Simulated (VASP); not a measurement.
# HCl4 (Im-3m) in VASP: notebook, part 2 of 2

VASP 6.6.1. Earlier steps stand in the parts before.

**3. Single point, PBE+D3(BJ)**

This run uses another cell than the first one, of 18.75 Å³/atom, 0.758 times its volume.

The input, INCAR:

```
SYSTEM = HCl4
PREC = Accurate
ENCUT = 520
EDIFF = 1E-7
ISMEAR = 0
SIGMA = 0.1
LREAL = .False.
LASPH = .True.
NELM = 100
ALGO = Normal
ISIF = 2
LWAVE = .False.
LCHARG = .False.
GGA = PE
IVDW = 12
NBANDS = 22
```

The input, KPOINTS:

```
regular mesh
0
Gamma
  10 10 10
  0 0 0
```

The input, POSCAR:

```
HCl4
1.0
   -2.8615936863      2.8615936863      2.8615936863
    2.8615936863     -2.8615936863      2.8615936863
    2.8615936863      2.8615936863     -2.8615936863
H Cl
1 4
Direct
    0.0000000000      0.0000000000      0.0000000000
    0.0000000000      0.0000000000      0.5000000000
    0.5000000000      0.0000000000      0.0000000000
    0.0000000000      0.5000000000      0.0000000000
    0.5000000000      0.5000000000      0.5000000000
```

Potentials or basis: VASP PAW PBE potentials, release 64 (H, Cl).

Launch:

```sh
> cat potpaw_PBE.64/H/POTCAR potpaw_PBE.64/Cl/POTCAR > POTCAR
> mpirun -np 1 vasp_std > vasp.out
```

OUTCAR:

```text
SYSTEM = HCl4
   PREC = Accurate
   ENCUT = 520
   EDIFF = 1E-7
   ISMEAR = 0
   LREAL = .False.
   LASPH = .True.
   NELM = 100
   ISIF = 2
   GGA = PE
   IVDW = 12
 IVDW          = 12

 ion  position               nearest neighbor table
   1  0.000  0.000  0.000-
   2  0.000  0.000  0.500-
   3  0.500  0.000  0.000-
   4  0.000  0.500  0.000-
   5  0.500  0.500  0.500-

  LATTYP: Found a body centered cubic cell.
 ALAT       =     5.7231873726

  Lattice vectors:

 A1 = (  -2.8615936863,   2.8615936863,   2.8615936863)
 A2 = (   2.8615936863,  -2.8615936863,   2.8615936863)
 A3 = (   2.8615936863,   2.8615936863,  -2.8615936863)

Analysis of symmetry for initial positions (statically):
=====================================================================
 Subroutine PRICEL returns:
 Original cell was already a primitive cell.

 Routine SETGRP: Setting up the symmetry group for a
 body centered cubic supercell.

 Subroutine GETGRP returns: Found 48 space group operations
 (whereof 48 operations were pure point group operations)
 out of a pool of 48 trial point group operations.

The static configuration has the point symmetry O_h .

Analysis of symmetry for dynamics (positions and initial velocities):
=====================================================================
 Subroutine PRICEL returns:
 Original cell was already a primitive cell.

 Routine SETGRP: Setting up the symmetry group for a
 body centered cubic supercell.

 Subroutine GETGRP returns: Found 48 space group operations
 (whereof 48 operations were pure point group operations)
 out of a pool of 48 trial point group operations.

The dynamic configuration has the point symmetry O_h .

 Subroutine INISYM returns: Found 48 space group operations
 (whereof 48 operations are pure point group operations),
 and found     1 'primitive' translations

----------------------------------------------------------------------------------------

                                     Primitive cell

  volume of cell :      93.7311

  direct lattice vectors                    reciprocal lattice vectors
    -2.861593686  2.861593686  2.861593686     0.000000000  0.174727811  0.174727811
     2.861593686 -2.861593686  2.861593686     0.174727811  0.000000000  0.174727811
     2.861593686  2.861593686 -2.861593686     0.174727811  0.174727811  0.000000000

  length of vectors
     4.956425655  4.956425655  4.956425655     0.247102440  0.247102440  0.247102440

  position of ions in fractional coordinates (direct lattice)
     0.000000000  0.000000000  0.000000000
     0.000000000  0.000000000  0.500000000
     0.500000000  0.000000000  0.000000000
     0.000000000  0.500000000  0.000000000
     0.500000000  0.500000000  0.500000000

  ion indices of the primitive-cell ions
   primitive index   ion index
                 1           1
                 2           2
                 3           3
                 4           4
                 5           5

----------------------------------------------------------------------------------------

 KPOINTS: regular mesh

Automatic generation of k-mesh.
 Grid dimensions read from file:
 generate k-points for:   10   10   10

 Generating k-lattice:

  Cartesian coordinates                     Fractional coordinates (reciprocal lattice)
     0.000000000  0.017472781  0.017472781     0.100000000  0.000000000  0.000000000
     0.017472781  0.000000000  0.017472781     0.000000000  0.100000000  0.000000000
     0.017472781  0.017472781  0.000000000     0.000000000  0.000000000  0.100000000

  Length of vectors
     0.024710244  0.024710244  0.024710244

  Shift w.r.t. Gamma in fractional coordinates (k-lattice)
     0.000000000  0.000000000  0.000000000

 Subroutine IBZKPT returns following result:
 ===========================================

 Found     47 irreducible k-points:

 Following reciprocal coordinates:
            Coordinates               Weight
  0.000000  0.000000  0.000000      1.000000
  0.100000  0.000000  0.000000     12.000000
  0.200000  0.000000  0.000000     12.000000
  0.300000  0.000000  0.000000     12.000000
  0.400000  0.000000  0.000000     12.000000
  0.500000  0.000000  0.000000      6.000000
[... 16 lines left out ...]
  0.300000  0.300000  0.100000      8.000000
 -0.300000  0.300000  0.100000     24.000000
 [... further k-points ...]
   k-points           NKPTS =     47   k-points in BZ     NKDIM =     47   number of bands    NBANDS=     22
   number of dos      NEDOS =    301   number of ions     NIONS =      5
   total plane-waves  NPLWV =  64000
   dimension x,y,z NGX =    40 NGY =   40 NGZ =   40
   dimension x,y,z NGXF=    80 NGYF=   80 NGZF=   80
   ions per type =               1   4
   NGX,Y,Z   is equivalent  to a cutoff of  13.42, 13.42, 13.42 a.u.
   NGXF,Y,Z  is equivalent  to a cutoff of  26.83, 26.83, 26.83 a.u.
 SYSTEM =  HCl4
   PREC   = accura    normal or accurate (medium, high low for compatibility)
   ISTART =      0    job   : 0-new  1-cont  2-samecut
   ICHARG =      2    charge: 1-file 2-atom 10-const
   ISPIN  =      1    spin polarized calculation?
   LNONCOLLINEAR =      F non collinear calculations
   LSORBIT =      F    spin-orbit coupling
   LASPH  =      T    aspherical Exc in radial PAW
   ENCUT  =  520.0 eV  38.22 Ry    6.18 a.u.   9.22  9.22  9.22*2*pi/ulx,y,z
   NELM   =    100;   NELMIN=  2; NELMDL= -5     # of ELM steps
   EDIFF  = 0.1E-06   stopping-criterion for ELM
   LREAL  =      F    real-space projection
   EDIFFG = 0.1E-05   stopping-criterion for IOM
   NSW    =      0    number of steps for IOM
   IBRION =     -1    ionic relax: 0-MD 1-quasi-New 2-CG
   NFREE  =      0    steps in history (QN), initial steepest desc. (CG)
   ISIF   =      2    stress and relaxation
   ISYM   =      2    0-nonsym 1-usesym 2-fastsym
   POTIM  = 0.5000    time-step for ionic-motion
   TEBEG  =    0.0;   TEEND  =   0.0 temperature during run
   PSTRESS=    0.0 pullay stress
   NELECT =      29.0000    total number of electrons
   NUPDOWN=      -1.0000    fix difference up-down
   EMIN   =  10.00;   EMAX   =-10.00  energy-range for DOS
   EFERMI =   0.00;   METHOD = LEGACY
   ISMEAR =     0;   SIGMA  =   0.10  broadening in eV -4-tet -1-fermi 0-gaus
   EFERMI_NEDOS =   21; number of points for ismear=-14 and -15
   IALGO  =     38    algorithm
   IMIX   =      4    mixing-type and parameters
     AMIX     =   0.40;   BMIX     =  1.00
     AMIX_MAG =   1.60;   BMIX_MAG =  1.00
  volume/ion in A,a.u.               =      18.75       126.51
  Fermi-wavevector in a.u.,A,eV,Ry     =   1.107251  2.092402 16.680817  1.226005
  Thomas-Fermi vector in A             =   2.243763
   LORBIT       =      0    0 simple, 1 ext, 2 COOP (PROOUT), +10 PAW based schemes
   GGA     = PE    functional components
   LHFCALC =     F    Hartree Fock is set to
   AEXX    =    0.0000 exact exchange contribution
   IVDW    =    12    specifies the selected vdW correction
   LEPSILON=     F    determine dielectric tensor
   LRPA    =     F    only Hartree local field effects (RPA)
 non-spin polarized calculation
 Gauss-broadening in eV      SIGMA  =   0.10
  energy-cutoff  :      520.00
  volume of cell :       93.73
 maximum number of plane-waves:      2550
 NGX is ok and might be reduce to    40
   NGX = 19   NGY = 19   NGZ = 19

 number of electron      29.0000003 magnetization

 Free energy of the ion-electron system (eV)
  ---------------------------------------------------
  ext. energy  EPLUGINS =         0.00000000
  ---------------------------------------------------
  free energy    TOTEN  =        -6.22711811 eV

  energy without entropy =       -6.19954836  energy(sigma->0) =       -6.21333324

 E-fermi :   1.8694     XC(G=0):  -9.1791

 val. band max:        1.8441191761   @ k =  -0.3000   0.5000   0.1000
 cond. band min:       1.8804372575   @ k =  -0.2000   0.2000   0.1000
 fundamental gap:      0.0363180813
 Fermi energy:         1.8693517143

 k-point     1 :       0.0000    0.0000    0.0000
  band No.  band energies     occupation
      1     -14.0811      2.00000
      2     -11.8698      2.00000
      3     -11.8698      2.00000
      4     -11.8698      2.00000
      5      -2.3948      2.00000
      6      -2.3948      2.00000
[... 574 lines left out ...]
      6      -2.3134      2.00000
[... 14 lines left out ...]
     21      12.6336      0.00000
     22      12.9588      0.00000

 [... further k-points ...]

------------------------ aborting loop because EDIFF is reached ----------------------------------------

 Edisp (eV)   -0.92423

 E8    (eV) :    -0.3004

  FORCE on cell =-STRESS in cart. coord.  units (eV):
  Direction    XX          YY          ZZ          XY          YZ          ZX
  --------------------------------------------------------------------------------------
  -------------------------------------------------------------------------------------
  Total      -0.06647    -0.06647    -0.06647     0.00000     0.00000    -0.00000
  in kB      -1.13625    -1.13625    -1.13625     0.00000     0.00000    -0.00000
  external pressure =       -1.14 kB  Pullay stress =        0.00 kB

 VOLUME and BASIS-vectors are now :
 -----------------------------------------------------------------------------
  energy-cutoff  :      520.00
  volume of cell :       93.73
      direct lattice vectors                 reciprocal lattice vectors
    -2.861593686  2.861593686  2.861593686     0.000000000  0.174727811  0.174727811
     2.861593686 -2.861593686  2.861593686     0.174727811  0.000000000  0.174727811
     2.861593686  2.861593686 -2.861593686     0.174727811  0.174727811  0.000000000

 POSITION                                       TOTAL-FORCE (eV/Angst)
 -----------------------------------------------------------------------------------
      0.00000      0.00000      0.00000        -0.000000     -0.000000      0.000000
      1.43080      1.43080     -1.43080         0.000000     -0.000000     -0.000000
     -1.43080      1.43080      1.43080        -0.000000     -0.000000     -0.000000
      1.43080     -1.43080      1.43080         0.000000      0.000000     -0.000000
      1.43080      1.43080      1.43080        -0.000000      0.000000      0.000000
 -----------------------------------------------------------------------------------
    total drift:                                0.000000     -0.000000      0.000000

  FREE ENERGIE OF THE ION-ELECTRON SYSTEM (eV)
  ---------------------------------------------------
  free  energy   TOTEN  =        -7.1513433342 eV

  energy  without entropy=       -7.1237735858  energy(sigma->0) =       -7.13755846
```

stdout:

```text
POSCAR found type information on POSCAR H Cl
 POSCAR found :  2 types and       5 ions
 scaLAPACK will be used
 LDA part: xc-table for (Slater+PW92), standard interpolation
 POSCAR, INCAR and KPOINTS ok, starting setup
 FFT: planning ... GRIDC
 FFT: planning ... GRID_SOFT
 FFT: planning ... GRID
 WAVECAR not read
 entering main loop
```

It took 40 s on 1 thread of Intel Xeon 6975P-C (Granite Rapids), shared host; peak memory 0.27 GiB.

What came out:

```
Free energy                : -7.1513 eV
Pressure                   : -0.1 GPa
Dispersion energy per atom : -0.185 eV
```

Levels at points of the mesh, in eV from the Fermi level:
```csv
k point,band 11,band 12,band 13,band 14,band 15,band 16,band 17,band 18
"(0.00, 0.00, 0.00)",-1.47,-0.29,-0.29,-0.29,0.75,0.93,0.93,6.38
"(0.50, 0.00, 0.00)",-1.97,-1.80,-1.71,-1.64,0.28,0.29,1.19,9.01
"(0.50, 0.50, 0.50)",0.26,0.26,0.26,0.40,0.40,0.40,2.07,8.19
```

Caveat: an odd number of electrons without spin polarisation forces a metal; a magnetic or distorted state may lie lower; pairwise dispersion overbinds metals, which lowers pressure and volume.

**4. Relaxation of cell and atoms, PBE+D3(BJ)**

This run uses another cell than the first one, of 19.06 Å³/atom, 0.771 times its volume.

The input, INCAR:

```
PREC = Accurate
ENCUT = 600
EDIFF = 1E-7
ISMEAR = 0
SIGMA = 0.1
LREAL = F
LASPH = T
NELM = 100
ALGO = Normal
ISIF = 3
LWAVE = F
LCHARG = F
GGA = PE
IVDW = 12
IBRION = 2
NSW = 100
EDIFFG = -0.01
```

The input, KPOINTS:

```
Automatic mesh
0
Gamma
  10 10 10
```

Edit POSCAR of step 3 so:

```diff
@@ -2,5 +2,5 @@
 1.0
-   -2.8615936863      2.8615936863      2.8615936863
-    2.8615936863     -2.8615936863      2.8615936863
-    2.8615936863      2.8615936863     -2.8615936863
+   -2.8775894070      2.8775894070      2.8775894070
+    2.8775894070     -2.8775894070      2.8775894070
+    2.8775894070      2.8775894070     -2.8775894070
 H Cl
```

Launch:

```sh
> cat potpaw_PBE.64/H/POTCAR potpaw_PBE.64/Cl/POTCAR > POTCAR
> mpirun -np 1 vasp_std > vasp.out
```

It took 73 s on 1 thread of Intel Xeon 6975P-C (Granite Rapids), shared host; peak memory 0.29 GiB.

The run converged. Its results:

* Free energy: -7.1514 eV
* Relaxed volume: 18.72 Å³/atom
* Relaxed cell: a = 4.954 Å, b = 4.954 Å, c = 4.954 Å, α = 109.47°, β = 109.47°, γ = 109.47°
* Space group after relaxing (to 0.05 Å): Im-3m (No. 229)
* Energy gained by relaxing: 0.7 meV/atom
* Ionic steps: 3
* Pressure after relaxing: 0.0 GPa
* Dispersion energy per atom: -0.185 eV

The path:
| step | energy change (eV) | largest force (eV/Å) | pressure (GPa) | volume (Å³) |
| --- | --- | --- | --- | --- |
| 1 | 0.0000 | 0.0000 | -0.68 | 95.31 |
| 2 | -0.0032 | 0.0000 | -0.25 | 94.21 |
| 3 | -0.0037 | 0.0000 | 0.00 | 93.62 |

Final structure:
```cif
data_structure
_symmetry_space_group_name_H-M 'P 1'
_symmetry_Int_Tables_number 1
_cell_length_a 4.9544
_cell_length_b 4.9544
_cell_length_c 4.9544
_cell_angle_alpha 109.471
_cell_angle_beta 109.471
_cell_angle_gamma 109.471
_cell_volume 93.62
loop_
_atom_site_label
_atom_site_type_symbol
_atom_site_fract_x
_atom_site_fract_y
_atom_site_fract_z
_atom_site_occupancy
H1 H 0.00000 0.00000 0.00000 1
Cl1 Cl 0.00000 0.00000 0.50000 1
Cl2 Cl 0.50000 0.00000 0.00000 1
Cl3 Cl 0.00000 0.50000 0.00000 1
Cl4 Cl 0.50000 0.50000 0.50000 1
```

Levels at points of the mesh, in eV from the Fermi level:
| k point | band 11 | band 12 | band 13 | band 14 | band 15 | band 16 | band 17 | band 18 |
| --- | --- | --- | --- | --- | --- | --- | --- | --- |
| (0.00, 0.00, 0.00) | -1.47 | -0.29 | -0.29 | -0.29 | 0.75 | 0.93 | 0.93 | 6.37 |
| (0.50, 0.00, 0.00) | -1.97 | -1.81 | -1.72 | -1.64 | 0.28 | 0.29 | 1.19 | 9.01 |
| (0.50, 0.50, 0.50) | 0.26 | 0.26 | 0.26 | 0.40 | 0.40 | 0.40 | 2.07 | 8.19 |

Caveat: an odd number of electrons without spin polarisation forces a metal; a magnetic or distorted state may lie lower; pairwise dispersion overbinds metals, which lowers pressure and volume.

**5. Overview**

| task | cell | k mesh | cutoff (eV) | gap on the mesh (eV) | pressure (GPa) |
| --- | --- | --- | --- | --- | --- |
| single point | a = 5.436 Å, angles 109.5°, 5 atoms | 4 × 4 × 4 | 520 | none | -5.5 |
| single point | a = 4.956 Å, angles 109.5°, 5 atoms | 10 × 10 × 10 | 520 | none | -0.1 |
| relaxation of cell and atoms | relaxed from a = 4.984 Å, angles 109.5°, 5 atoms | 10 × 10 × 10 | 600 | none | 0.0 |

Alike in all rows: level PBE+D3(BJ); potentials or basis VASP PAW PBE potentials, release 64 (H, Cl); no spin polarisation; smearing gaussian 0.1 eV.

Caveats: an odd number of electrons without spin polarisation forces a metal; a magnetic or distorted state may lie lower; pairwise dispersion overbinds metals, which lowers pressure and volume.

Total energies depend on the potentials used, so only differences within one code and one set of settings carry meaning.
